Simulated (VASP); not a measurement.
# Al16BN15 (a cell with a defect) in VASP: settings compared, part 2 of 2

VASP 6.6.1. The steps go on from the part before.

### Step 4. Single point, PBE, collinear spin

INCAR

```
PREC     = Accurate       # precision mode
ENCUT    = 520            # plane-wave cutoff, eV
EDIFF    = 1E-6           # SCF threshold, eV
ISMEAR   = 0              # smearing method
SIGMA    = 0.01           # smearing width, eV
LREAL    = Auto         
LASPH    = T              # aspherical terms in the spheres
NELM     = 200            # most SCF steps
ALGO     = Normal         # electronic algorithm
ISIF     = 2              # what is computed and relaxed
LWAVE    = F              # write WAVECAR
LCHARG   = F              # write CHGCAR
ISPIN    = 2              # spin polarisation
MAGMOM   = 0 0 0 0 0 0.01 0 0 0 0.02 0 0 0.03 0.04 0 0 -0.01 0 0 0 0.08 0.06 0.01 0.03 0.07 0.03 0.01 0.05 0.05 0 0.05 0.58 # initial moments
LORBIT   = 11             # projections on sites
NUPDOWN  = 2.0            # fixed moment
GGA      = PE             # functional
NBANDS   = 89             # bands
GGA_COMPAT= F            
ISYM     = -1
```

KPOINTS

```
explicit points
1
Reciprocal
  0.25000000   0.25000000   0.25000000 1
```

POSCAR

```
Al16BN15
1.0
    6.2595139092      0.0000000618      0.0000000000
   -3.1297570081      5.4208980298      0.0000000000
    0.0000000000      0.0000000000     10.0348065900
Al N B
16 15 1
Direct
    0.3302367573      0.1644928639      0.2503114083
    0.1669053742      0.3379202595      0.4990114369
    0.3342255712      0.1714896005      0.7520798897
    0.1660817579      0.3343880206      1.0017359053
    0.3325132514      0.6674402366      0.2506343372
    0.1856670759      0.8546582558      0.5056528998
    0.3340315174      0.6665948703      0.7516705848
    0.1670935424      0.8344920245      0.9965393862
    0.8313924956      0.1649702008      0.2496385351
    0.6526806734      0.3205716169      0.5010063193
    0.8370450427      0.1700177970      0.7508145474
    0.6646388793      0.3311943769      0.9960279678
    0.8279531990      0.6590588757      0.2337586607
    0.6611883884      0.8461786998      0.5050313624
    0.8365714370      0.6688351058      0.7461977327
    0.6659505308      0.8342112378      0.9970827462
    0.3314951590      0.1738898521      0.4386448257
    0.1664291667      0.3323310513      0.1910549738
    0.3301069555      0.1696926594      0.9398599560
    0.1690816016      0.3348835430      0.6891737850
    0.3336948574      0.6746802004      0.4404499985
    0.1685111351      0.8315324923      0.1858036773
    0.3314973884      0.6668387830      0.9399357418
    0.1763872325      0.8388907605      0.6949855996
    0.8309447503      0.1712814433      0.4393303221
    0.6613742829      0.3223996187      0.1839770683
    0.8337567949      0.1689322603      0.9391992579
    0.6672785662      0.3307394735      0.6921925998
    0.6652477546      0.8321758882      0.1866404749
    0.8313780525      0.6677572301      0.9382047102
    0.6681344926      0.8352701841      0.6930090874
    0.8402060358      0.6707642185      0.4404797730
```

Potentials or basis: VASP PAW PBE potentials, release 64 (Al, N, B).

Run with:

```sh
$ cat potpaw_PBE.64/Al/POTCAR potpaw_PBE.64/N/POTCAR potpaw_PBE.64/B/POTCAR > POTCAR
$ mpirun -np 1 vasp_std > vasp.out
```

OUTCAR:

```text
PREC = Accurate
   ENCUT = 520
   EDIFF = 1E-6
   ISMEAR = 0
   LREAL = Auto
   LASPH = T
   NELM = 200
   ISIF = 2
   ISPIN = 2
   LORBIT = 11
   NUPDOWN = 2.0
   GGA = PE
   ISYM = -1

 ion  position               nearest neighbor table
   1  0.330  0.164  0.250-  17 1.89  18 1.89  26 1.92  22 1.92  10 3.06   6 3.06   4 3.08   2 3.09
                            13 3.11   8 3.11   5 3.12   9 3.12  12 3.13   9 3.14   5 3.14  13 3.16
   2  0.167  0.338  0.499-  17 1.88  20 1.91  25 1.92  21 1.92   5 3.07   6 3.09   1 3.09   9 3.09
                            11 3.10  10 3.10   7 3.10   3 3.12  14 3.12  14 3.14  10 3.17   6 3.18
   3  0.334  0.171  0.752-  19 1.88  20 1.89  24 1.89  28 1.90   6 3.01  12 3.03  10 3.05   8 3.06
                             4 3.08   7 3.10  11 3.11   2 3.12  15 3.13  15 3.13  11 3.15   7 3.16
[... 401 lines left out ...]
     -0.00755      3.61813      2.51507         0.001736     -0.001050     -0.000011
     -1.51269      4.63302      5.07413         0.001040     -0.000134     -0.010276
[... 24 lines left out ...]
      1.56800      4.52791      6.95421         0.005119     -0.002653     -0.004408
      3.15995      3.63614      4.42013        -0.017220     -0.002762      0.002969
 -----------------------------------------------------------------------------------
    total drift:                               -0.005140      0.009193      0.001118

  FREE ENERGIE OF THE ION-ELECTRON SYSTEM (eV)
  ---------------------------------------------------
  free  energy   TOTEN  =      -232.5547178073 eV

  energy  without entropy=     -232.5547178073  energy(sigma->0) =     -232.55471781

 total charge

# of ion       s       p       d       tot
------------------------------------------
    1        0.370   0.426   0.000   0.797
    2        0.370   0.423   0.000   0.793
    3        0.375   0.440   0.000   0.816
    4        0.374   0.432   0.000   0.806
    5        0.371   0.425   0.000   0.797
    6        0.403   0.467   0.000   0.871
[... 24 lines left out ...]
   31        1.234   2.612   0.000   3.845
   32        0.790   1.221   0.000   2.011
--------------------------------------------------
tot         25.349  47.387   0.000  72.736

 magnetization (x)

# of ion       s       p       d       tot
------------------------------------------
    1       -0.000  -0.001   0.000  -0.001
    2        0.000  -0.000   0.000  -0.000
    3       -0.000   0.001   0.000   0.001
    4       -0.000   0.000   0.000   0.000
    5       -0.000  -0.001   0.000  -0.001
    6        0.003   0.011   0.000   0.014
[... 24 lines left out ...]
   31        0.003   0.040   0.000   0.043
   32        0.023   0.550   0.000   0.573
--------------------------------------------------
tot          0.084   1.037   0.000   1.121
```

OSZICAR:

```text
N       E                     dE             d eps       ncg     rms          rms(c)
DAV:   1     0.507028827765E+03    0.50703E+03   -0.58187E+04   356   0.127E+03
DAV:   2    -0.215846181218E+03   -0.72288E+03   -0.69619E+03   447   0.258E+02
DAV:   3    -0.266184862179E+03   -0.50339E+02   -0.49963E+02   440   0.717E+01
DAV:   4    -0.266876631051E+03   -0.69177E+00   -0.68986E+00   440   0.915E+00
DAV:   5    -0.266889118401E+03   -0.12487E-01   -0.12480E-01   456   0.122E+00    0.332E+01
DAV:   6    -0.232786212772E+03    0.34103E+02   -0.13587E+02   424   0.327E+01    0.119E+01
DAV:   7    -0.232677749669E+03    0.10846E+00   -0.49503E+00   424   0.683E+00    0.794E+00
DAV:   8    -0.232605505567E+03    0.72244E-01   -0.81313E-01   432   0.303E+00    0.196E+00
DAV:   9    -0.232560288394E+03    0.45217E-01   -0.13898E-01   440   0.128E+00    0.893E-01
DAV:  10    -0.232552327598E+03    0.79608E-02   -0.31091E-02   424   0.521E-01    0.448E-01
DAV:  11    -0.232553915074E+03   -0.15875E-02   -0.66623E-03   416   0.252E-01    0.205E-01
DAV:  12    -0.232554538264E+03   -0.62319E-03   -0.77554E-04   416   0.114E-01    0.985E-02
DAV:  13    -0.232554680001E+03   -0.14174E-03   -0.28332E-04   464   0.738E-02    0.420E-02
DAV:  14    -0.232554713391E+03   -0.33390E-04   -0.83819E-05   408   0.354E-02    0.167E-02
DAV:  15    -0.232554716342E+03   -0.29514E-05   -0.12416E-05   432   0.125E-02    0.715E-03
DAV:  16    -0.232554717406E+03   -0.10637E-05   -0.28883E-06   304   0.573E-03    0.382E-03
DAV:  17    -0.232554717807E+03   -0.40149E-06   -0.80926E-07   248   0.314E-03
   1 F= -.23255472E+03 E0= -.23255472E+03  d E =-.396760E-27  mag=     2.0000
```

stdout:

```text
POSCAR found type information on POSCAR AlN B
 POSCAR found :  3 types and      32 ions
 scaLAPACK will be used
 LDA part: xc-table for (Slater+PW92), standard interpolation
 POSCAR, INCAR and KPOINTS ok, starting setup
 FFT: planning ... GRIDC
 FFT: planning ... GRID_SOFT
 FFT: planning ... GRID
 WAVECAR not read
 entering main loop
```

Run time: 1.8 min. Hardware: 1 thread of AMD EPYC 9R45 (Zen 5), shared host; peak memory 0.54 GiB.

Results:

| Item | Value |
| --- | --- |
| Free energy | -232.5547 eV |
| Pressure | 4.1 GPa |
| Largest force | 0.018 eV/Å |
| Net moment | 2.00 μB per cell |
| Site moments | Al -0.00, +0.00, +0.01, +0.02, +0.05, +0.07 (each value once); N -0.01, -0.00, +0.00, +0.07, +0.05, +0.01, +0.03, +0.06, +0.04 (each value once); B +0.57 μB |
| Valence electrons inside the program's atomic spheres | Al 0.80, 0.79, 0.82, 0.81, 0.87, 0.83 (each value once); N 3.88, 3.84, 3.85, 3.83 (each value once); B 2.01 |

Forces on the atoms (eV/Å):
```
Al   0.003  0.003  0.000
Al   0.001  0.003 -0.001
Al   0.006 -0.002  0.001
Al  -0.005  0.002  0.005
Al   0.002 -0.001  0.000
Al   0.001  0.000 -0.010
Al  -0.003  0.001  0.000
Al   0.002  0.003  0.007
Al   0.002  0.001  0.007
Al   0.007  0.006  0.007
Al  -0.001  0.000  0.003
Al   0.000 -0.006 -0.002
Al   0.010  0.009 -0.001
Al  -0.004  0.003  0.006
Al   0.003  0.002  0.003
Al  -0.008  0.005 -0.003
N   -0.008 -0.005  0.001
N   -0.001  0.000 -0.005
N    0.002 -0.001 -0.003
N   -0.002  0.000 -0.002
N    0.005  0.000 -0.002
N   -0.002 -0.002 -0.008
N    0.000  0.000 -0.003
N    0.000  0.001 -0.001
N    0.003 -0.008 -0.003
N   -0.002 -0.002  0.004
N    0.000  0.002 -0.002
N   -0.001 -0.007  0.000
N   -0.003 -0.001  0.004
N    0.002 -0.001 -0.002
N    0.005 -0.003 -0.004
B   -0.017 -0.003  0.003
```

Caveat: the total moment is fixed, so each spin has its own Fermi level and the state may be an excited one.

### Step 5. Single point, PBE, collinear spin

INCAR

```
SYSTEM = Al16BN15
ALGO = Normal
EDIFF = 1E-6
ENCUT = 520
GGA = PE
GGA_COMPAT = .FALSE.
ISIF = 2
ISMEAR = 0
ISPIN = 2
ISYM = -1
LASPH = .TRUE.
LCHARG = .FALSE.
LORBIT = 11
LREAL = Auto
LWAVE = .FALSE.
MAGMOM = 0 0 0 0 0 0.01 0 0 0 0.01 0 0 0.01 0.02 0 0 0 0 0 0 0.06 0 0 0.02 0.06 0 0 0.02 0.04 0 0 0.29
NBANDS = 89
NELECT = 127.0
NELM = 200
NUPDOWN = 1.0
PREC = Accurate
SIGMA = 0.01
```

KPOINTS is that of step 4.

POSCAR

```
Al16BN15
1.0
    6.2595139128      0.0000000578      0.0000000000
   -3.1297570064      5.4208980350      0.0000000000
    0.0000000000      0.0000000000     10.0348065929
Al N B
16 15 1
Direct
    0.3363556690      0.1630005457      0.2501758382
    0.1645382291      0.3350968961      0.4981202584
    0.3325349644      0.1676863015      0.7512446632
    0.1675054677      0.3317982371      1.0030952624
    0.3400157641      0.6672781424      0.2517565213
    0.1731873458      0.8465203855      0.5011408954
    0.3308690511      0.6650055318      0.7524044813
    0.1685446976      0.8317195909      0.9959905549
    0.8323364332      0.1596676274      0.2516407127
    0.6536283356      0.3268663219      0.5008032774
    0.8348338850      0.1690082135      0.7524403194
    0.6676537021      0.3310696705      0.9960945036
    0.8422340412      0.6571540208      0.2431025410
    0.6611646640      0.8385366262      0.5109414012
    0.8328778273      0.6674068300      0.7407026536
    0.6685416547      0.8306993774      0.9974528920
    0.3293173247      0.1707508681      0.4386092352
    0.1697804233      0.3297988413      0.1919352199
    0.3315848273      0.1679189708      0.9392601125
    0.1671452839      0.3324618564      0.6897022599
    0.3322174189      0.6732703009      0.4416330563
    0.1791982433      0.8321595316      0.1819590627
    0.3318443526      0.6625669206      0.9403007060
    0.1742109474      0.8360678001      0.6941125875
    0.8265146005      0.1674347993      0.4415142285
    0.6672734164      0.3204676021      0.1820265895
    0.8363201949      0.1673704240      0.9404371575
    0.6643742185      0.3261960553      0.6940418373
    0.6717913596      0.8279104146      0.1859577179
    0.8336439235      0.6658887748      0.9353686900
    0.6628971658      0.8371535742      0.6993658655
    0.8299617685      0.6704176786      0.4401724370
```

Run with:

```sh
$ cat potpaw_PBE.64/Al/POTCAR potpaw_PBE.64/N/POTCAR potpaw_PBE.64/B/POTCAR > POTCAR
$ mpirun -np 1 vasp_std > vasp.out
```

Wall time 1.8 min (1 thread of AMD EPYC 9R45 (Zen 5), shared host); peak memory 0.54 GiB.

The run converged. Its results:

```
Free energy                                           : -224.9717 eV
Largest force                                         : 0.031 eV/Å
Net moment                                            : 1.00 μB per cell
Site moments                                          : Al +0.00, -0.00, +0.02, +0.03, +0.01, +0.04 (each value once); N -0.00, +0.00, +0.05, +0.02, +0.04 (each value once); B +0.29 μB
Valence electrons inside the program's atomic spheres : Al 0.80, 0.83, 0.82, 0.87, 0.84, 0.85, 0.79, 0.81 (each value once); N 3.88, 3.84, 3.86, 3.85, 3.83 (each value once); B 2.13
```

Forces on the atoms (eV/Å):
```
Al  -0.001  0.000  0.001
Al  -0.002  0.014  0.000
Al  -0.001  0.001  0.001
Al   0.002 -0.002 -0.002
Al  -0.001  0.002  0.003
Al   0.016  0.006  0.003
Al  -0.001 -0.001  0.004
Al   0.000 -0.005  0.000
Al   0.001 -0.002  0.001
Al  -0.006 -0.008  0.029
Al  -0.001  0.005  0.003
Al   0.007 -0.001 -0.011
Al  -0.011  0.023 -0.005
Al  -0.013  0.002 -0.001
Al  -0.004 -0.002 -0.008
Al   0.007 -0.003  0.003
N    0.004 -0.006 -0.001
N    0.002  0.002  0.002
N   -0.003  0.001 -0.005
N    0.000 -0.001 -0.006
N   -0.002 -0.004  0.001
N    0.001  0.000  0.005
N    0.000  0.001 -0.006
N    0.001 -0.001 -0.002
N    0.000 -0.003 -0.001
N    0.002 -0.005  0.006
N   -0.003  0.002 -0.002
N    0.000 -0.002 -0.007
N    0.006 -0.003 -0.001
N   -0.001  0.001  0.007
N    0.000 -0.003 -0.004
B    0.002 -0.008 -0.007
```

Caveat: the cell carries a net charge on a neutralising background, which shifts energy and pressure; the cell is charged against a uniform background, so pressure and absolute levels hang on convention; the total moment is fixed, so each spin has its own Fermi level and the state may be an excited one.

### Step 6. Single point, PBE, collinear spin

INCAR

```
PREC = Accurate
ENCUT = 520
EDIFF = 1E-6
ISMEAR = 0
SIGMA = 0.01
LREAL = Auto
LASPH = True
NELM = 200
ALGO = Normal
ISIF = 2
LWAVE = False
LCHARG = False
ISPIN = 2
MAGMOM = 0 0 0 0 0 0.01 0 0 0 0.02 0 0 0.03 0.04 0 0 -0.01 0 0 0 0.08 0.06 0.01 0.03 0.07 0.03 0.01 0.05 0.05 0 0.05 0.58
LORBIT = 11
NUPDOWN = 2.0
GGA = PE
NBANDS = 89
GGA_COMPAT = False
ISYM = -1
```

KPOINTS is that of step 5.

POSCAR

```
Al16BN15
1.0
    6.2595139128      0.0000000578      0.0000000000
   -3.1297570064      5.4208980350      0.0000000000
    0.0000000000      0.0000000000     10.0348065929
Al N B
16 15 1
Direct
    0.3302367573      0.1644928639      0.2503114083
    0.1669053742      0.3379202595      0.4990114369
    0.3342255712      0.1714896005      0.7520798897
    0.1660817579      0.3343880206      1.0017359053
    0.3325132514      0.6674402366      0.2506343372
    0.1856670759      0.8546582558      0.5056528998
    0.3340315174      0.6665948703      0.7516705848
    0.1670935424      0.8344920245      0.9965393862
    0.8313924956      0.1649702008      0.2496385351
    0.6526806734      0.3205716169      0.5010063193
    0.8370450427      0.1700177970      0.7508145474
    0.6646388793      0.3311943769      0.9960279678
    0.8279531990      0.6590588757      0.2337586607
    0.6611883884      0.8461786998      0.5050313624
    0.8365714370      0.6688351058      0.7461977327
    0.6659505308      0.8342112378      0.9970827462
    0.3314951590      0.1738898521      0.4386448257
    0.1664291667      0.3323310513      0.1910549738
    0.3301069555      0.1696926594      0.9398599560
    0.1690816016      0.3348835430      0.6891737850
    0.3336948574      0.6746802004      0.4404499985
    0.1685111351      0.8315324923      0.1858036773
    0.3314973884      0.6668387830      0.9399357418
    0.1763872325      0.8388907605      0.6949855996
    0.8309447503      0.1712814433      0.4393303221
    0.6613742829      0.3223996187      0.1839770683
    0.8337567949      0.1689322603      0.9391992579
    0.6672785662      0.3307394735      0.6921925998
    0.6652477546      0.8321758882      0.1866404749
    0.8313780525      0.6677572301      0.9382047102
    0.6681344926      0.8352701841      0.6930090874
    0.8402060358      0.6707642185      0.4404797730
```

Potentials or basis: VASP PAW PBE potentials, release 64 (Al, N, B).

Run with:

```sh
$ cat potpaw_PBE.64/Al/POTCAR potpaw_PBE.64/N/POTCAR potpaw_PBE.64/B/POTCAR > POTCAR
$ mpirun -np 1 vasp_std > vasp.out
```

Run time: 1.7 min. Hardware: 1 thread of AMD EPYC 9R45 (Zen 5), shared host; peak memory 0.54 GiB.

The run converged. Its results:

| Item | Value |
| --- | --- |
| Free energy | -232.5547 eV |
| Pressure | 4.1 GPa |
| Largest force | 0.018 eV/Å |
| Net moment | 2.00 μB per cell |
| Site moments | Al -0.00, +0.00, +0.01, +0.02, +0.05, +0.07 (each value once); N -0.01, -0.00, +0.00, +0.07, +0.05, +0.01, +0.03, +0.06, +0.04 (each value once); B +0.57 μB |
| Valence electrons inside the program's atomic spheres | Al 0.80, 0.79, 0.82, 0.81, 0.87, 0.83 (each value once); N 3.88, 3.84, 3.85, 3.83 (each value once); B 2.01 |

Forces on the atoms (eV/Å):
```
Al   0.003  0.003  0.000
Al   0.001  0.003 -0.001
Al   0.006 -0.002  0.001
Al  -0.005  0.002  0.005
Al   0.002 -0.001  0.000
Al   0.001  0.000 -0.010
Al  -0.003  0.001  0.000
Al   0.002  0.003  0.007
Al   0.002  0.001  0.007
Al   0.007  0.006  0.007
Al  -0.001  0.000  0.003
Al   0.000 -0.006 -0.002
Al   0.010  0.009 -0.001
Al  -0.004  0.003  0.006
Al   0.003  0.002  0.003
Al  -0.008  0.005 -0.003
N   -0.008 -0.005  0.001
N   -0.001  0.000 -0.005
N    0.002 -0.001 -0.003
N   -0.002  0.000 -0.002
N    0.005  0.000 -0.002
N   -0.002 -0.002 -0.008
N    0.000  0.000 -0.003
N    0.000  0.001 -0.001
N    0.003 -0.008 -0.003
N   -0.002 -0.002  0.004
N    0.000  0.002 -0.002
N   -0.001 -0.007  0.000
N   -0.003 -0.001  0.004
N    0.002 -0.001 -0.002
N    0.005 -0.003 -0.004
B   -0.017 -0.003  0.003
```

Stress tensor (GPa, compression positive):
```
 4.74 -3.01  0.37
-3.01  1.52  0.78
 0.37  0.78  6.18
```

Caveat: the total moment is fixed, so each spin has its own Fermi level and the state may be an excited one.
